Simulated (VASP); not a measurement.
A run of VASP 6.6.1 is set up as follows.

POSCAR

```
AlCu3
1.0
    3.6418163312      0.0000000000      0.0000000000
    0.0000000000      3.6418163312      0.0000000000
    0.0000000000      0.0000000000      3.6418163312
Al Cu
1 3
Direct
    0.0000000000      0.0000000000      0.0000000000
    0.5000000000      0.5000000000      0.0000000000
    0.5000000000      0.0000000000      0.5000000000
    0.0000000000      0.5000000000      0.5000000000
```

Contents of INCAR.step1:

```
ALGO     = Normal         # electronic algorithm
EDIFF    = 1E-4           # SCF threshold, eV
ENCUT    = 520            # plane-wave cutoff, eV
GGA      = PE             # functional
ISMEAR   = 0              # smearing method
LASPH    = True           # aspherical terms in the spheres
LCHARG   = False          # write CHGCAR
LREAL    = False          # projectors in reciprocal space
LWAVE    = True           # write WAVECAR
NBANDS   = 26             # bands
NELM     = 80             # most SCF steps
PREC     = Accurate       # precision mode
SIGMA    = 0.1            # smearing width, eV
```

INCAR.step2

```
ALGO     = Normal         # electronic algorithm
EDIFF    = 1E-7           # SCF threshold, eV
ENCUT    = 520            # plane-wave cutoff, eV
ISIF     = 2              # what is computed and relaxed
ISMEAR   = 0              # smearing method
ISTART   = 1            
LASPH    = True           # aspherical terms in the spheres
LCHARG   = False          # write CHGCAR
LMIXTAU  = True         
LREAL    = False          # projectors in reciprocal space
LWAVE    = False          # write WAVECAR
METAGGA  = R2SCAN         # meta-GGA
NBANDS   = 26             # bands
NELM     = 80             # most SCF steps
PREC     = Accurate       # precision mode
SIGMA    = 0.1            # smearing width, eV
```

The input KPOINTS:

```
k-points
0
Gamma
  12 12 12
```

Potentials or basis: VASP PAW PBE potentials, release 64 (Al, Cu).

Run with:

```console
$ cat potpaw_PBE.64/Al/POTCAR potpaw_PBE.64/Cu/POTCAR > POTCAR
$ cp INCAR.step1 INCAR
$ mpirun -np 1 vasp_std > vasp.out
$ cp INCAR.step2 INCAR
$ mpirun -np 1 vasp_std > vasp.out
```

Predict the pressure.

0.4 GPa.

Predict the band gap on the k mesh.

zero (bands 18 and 19 overlap by 5.79 eV).

Caveat: the PAW data sets were made with another functional, which shifts forces and pressure a little.
